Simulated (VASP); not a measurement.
PbS (Galena), 2 atoms in the cell. It takes space group Fm-3m (No. 225, cubic). The conventional cell has a = 5.931 Å, b = 5.931 Å, c = 5.931 Å, α = 90.00°, β = 90.00°, γ = 90.00°. Pb (site symmetry m-3m) has 6 S at 2.97 Å within 3.9 Å. Within 3.9 Å of S (site symmetry m-3m) lie 6 Pb at 2.97 Å. 

```yaml
Program: VASP 6.6.1
Task: relaxation of cell and atoms
Functional: PBE
Dispersion: D4
Potentials_or_basis: VASP PAW PBE potentials, release 64 (Pb_d, S)
Cutoff: 600 eV
k_mesh: 8 × 8 × 8
Occupations: fermi-dirac, width 0.05 eV
Spin: no spin polarisation
Dipole_correction: no
Further_INCAR_settings: ALGO = Normal; EDIFF = 1e-06; IBRION = 2; EDIFFG = -0.01; NSW = 80; ISIF = 3
```

Potentials or basis: VASP PAW PBE potentials, release 64 (Pb_d, S).

Command:

```console
$ cat potpaw_PBE.64/Pb_d/POTCAR potpaw_PBE.64/S/POTCAR > POTCAR
$ mpirun -np 1 vasp_std > vasp.out
```

Hardware: 1 thread of Intel(R) Xeon(R) Platinum 8488C (Sapphire Rapids), with other jobs on the host.

Problem. How long does it take, and how much memory?

Solution. Wall time 32 s on 1 thread of Intel(R) Xeon(R) Platinum 8488C (Sapphire Rapids), with other jobs on the host, peak memory 0.21 GiB. Counts: scf iterations 18, k points 29, ion steps 2.
